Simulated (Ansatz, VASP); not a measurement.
F: VASP beside Ansatz

```xyz
2
Lattice="1.2545 2.1728 0.0000 -1.2545 2.1728 0.0000 0.0000 0.0000 4.0968" Properties=species:S:1:pos:R:3 pbc="T T T"
F     0.0000    1.4486    1.0242
F     0.0000    2.8971    3.0726
```

Alike in both runs: task single point; functional r2SCAN; k mesh 15 × 15 × 8; no spin polarisation.

```csv
,VASP,Ansatz
version,VASP 6.6.1,Ansatz 0.2.0
potentials or method,"VASP PAW PBE potentials, release 64 (F), cutoff 520 eV",PAW plane waves
occupations,"fermi-dirac, width 0.1 eV",fermi-dirac
valence electrons in the cell,14,14
```

```tsv
	VASP	Ansatz	Ansatz less VASP
pressure (GPa)	-8.1	-7.4	+0.70
traceless stress, the component that is largest in VASP (GPa)	-0.28	-0.28	+0.002
```

VASP's potentials were made for PBE, not for r2SCAN. Ansatz's warnings: structure snapped to symmetry.
